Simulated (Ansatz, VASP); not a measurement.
**One calculation of GaP, two programs**

File POSCAR:

```
GaP
1.0
    0.0000000000      2.7253992947      2.7076841993
    2.7253992947      0.0000000000      2.7076841993
    2.7253992947      2.7253992947      0.0000000000
Ga P
1 1
Direct
    0.0000000000      0.0000000000      0.0000000000
    0.2500000000      0.2500000000      0.2500000000
```

INCAR.step1

```
  PREC = Accurate
  ENCUT = 520
  EDIFF = 1E-5
  ISMEAR = 0
  SIGMA = 0.01
  LREAL = F
  LASPH = T
  NELM = 80
  ALGO = Normal
  ISIF = 2
  LWAVE = T
  NBANDS = 16
  GGA = PE
```

INCAR.step2

```
  PREC = Accurate
  ENCUT = 520
  EDIFF = 1E-6
  ISMEAR = 0
  SIGMA = 0.01
  LREAL = F
  LASPH = T
  NELM = 80
  ALGO = Normal
  ISIF = 2
  LWAVE = F
  LCHARG = T
  GGA = PE
  LHFCALC = T
  HFSCREEN = 0.2079
  PRECFOCK = Normal
  LELF = T
  LVHAR = T
  NBANDS = 16
  ISTART = 1
```

KPOINTS

```
Automatic mesh
0
Gamma
  6 6 6
```

Input for Ansatz:

```yaml
crystal:
  lattice:
    - [0.0, 2.7253992947, 2.7076841993]
    - [2.7253992947, 0.0, 2.7076841993]
    - [2.7253992947, 2.7253992947, 0.0]
  atoms:
    - { symbol: Ga, position: [0.0, 0.0, 0.0] }
    - { symbol: P, position: [0.25, 0.25, 0.25] }
kpoints:
  mp_grid: { grid: [6, 6, 6] }
  band_path:
    path:
      - [0.0, 0.0, 0.0]
      - [-0.5, -0.5, 0.0]
      - [-0.375, -0.375, 0.25]
      - [-0.375, 0.0, 0.375]
      - [0.0, 0.0, 0.5]
      - [-0.5, -0.25, 0.25]
      - [0.424479, 0.424479, 0.0]
    npoints: 1
hamiltonian:
  xc: hse06
scf:
  occupations: { method: fixed }
  n_extra_bands: 4
output:
  forces: true
  stress: true
  eigenvalues: true
  write_density: true
  write_potential: true
  elf: true
  volumetric_format: npy
```

Change from the starting cell: uniaxial_z strain -0.7%.

Alike in both runs: task single point; functional HSE06; k mesh 6 × 6 × 6; no spin polarisation.

```csv
,VASP,Ansatz
version,VASP 6.6.1,Ansatz 0.2.0
potentials or method,"VASP PAW PBE potentials, release 64 (Ga_d, P)","plane waves, PAW"
plane-wave cutoff (eV),520,420
occupations,"gaussian, width 0.01 eV",fixed
valence electrons in the cell,18,18
```

Ansatz gave:

| Quantity | Value |
| --- | --- |
| gap on the k mesh at the Fermi level (eV) | 2.22 |
| pressure (GPa) | 1.3 |
| traceless stress, the component that is largest in VASP (GPa) | 0.35 |

**Question.** Which values does VASP return?

**Answer.** gap on the k mesh at the Fermi level (eV): 2.22; pressure (GPa): 1.1; traceless stress, the component that is largest in VASP (GPa): 0.35.

Ansatz's warnings: stress exchange threshold loose, stress scf threshold loose.
